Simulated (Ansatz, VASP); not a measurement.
# One calculation of Si, two programs

```xyz
1
Lattice="2.5812 0.0000 0.0000 -1.2906 2.2354 0.0000 0.0000 0.0000 2.4664" Properties=species:S:1:pos:R:3 pbc="T T T"
Si    0.0000    0.0000    0.0000
```

Change from the starting cell: strain -0.015 along x and y, +0.000 along z, atoms carried along.

Alike in both runs: task single point; functional r2SCAN; k mesh 24 × 24 × 20; occupations gaussian, width 0.15 eV; no spin polarisation.

|  | VASP | Ansatz |
| --- | --- | --- |
| version | VASP 6.6.1 | Ansatz 0.2.0 |
| potentials or method | VASP PAW PBE potentials, release 64 (Si), cutoff 520 eV | scalar-relativistic, plane waves, PAW |
| valence electrons in the cell | 4 | 4 |

```tsv
	VASP	Ansatz	Ansatz less VASP
gap on the k mesh at the Fermi level (eV)	none	none	-
pressure (GPa)	5.7	5.8	+0.10
traceless stress, the component that is largest in VASP (GPa)	-2.67	-2.60	+0.072
```

VASP's potentials were made for PBE, not for r2SCAN. A gap of «none» marks a metal or a gap that the smearing closes. The functional is the same, so the differences come from potentials, cutoffs and numerics.
